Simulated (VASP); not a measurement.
Ti6PtAu, 8 atoms in the cell. It takes space group Pm-3 (No. 200, cubic). Conventional cell: a = 5.056 Å, b = 5.056 Å, c = 5.056 Å, α = 90.00°, β = 90.00°, γ = 90.00°. Within 3.3 Å of Ti (site symmetry mm2) lie 10 Ti at 2.49 to 3.10 Å and 2 Pt at 2.82 Å and 2 Au at 2.83 Å. Within 3.7 Å of Pt (site symmetry m-3) lie 12 Ti at 2.82 Å. Au (site symmetry m-3) has 12 Ti at 2.83 Å within 3.7 Å. 

* Program: VASP 6.6.1
* Task: single point
* Functional: r2SCAN
* Potentials or basis: VASP PAW PBE potentials, release 64 (Ti_sv, Pt, Au)
* Cutoff: 520 eV
* k mesh: 4 × 4 × 4
* Occupations: gaussian, width 0.1 eV
* Spin: no spin polarisation
* Dipole correction: no
* Further INCAR settings: ALGO = Normal; EDIFF = 1e-06; NBANDS = 56

Potentials or basis: VASP PAW PBE potentials, release 64 (Ti_sv, Pt, Au).

Launch:

```console
$ cat potpaw_PBE.64/Ti_sv/POTCAR potpaw_PBE.64/Pt/POTCAR potpaw_PBE.64/Au/POTCAR > POTCAR
$ cp INCAR.step1 INCAR
$ mpirun -np 1 vasp_std > vasp.out
$ cp INCAR.step2 INCAR
$ mpirun -np 1 vasp_std > vasp.out
```

Hardware: 1 thread of AMD EPYC 7R13 Processor (Zen 3), with other jobs on the host.

**Question.** Estimate the wall time of this run.

**Answer.** Run time: 9 min on 1 thread of AMD EPYC 7R13 Processor (Zen 3), with other jobs on the host, peak memory 0.26 GiB. Counts: k points 11.
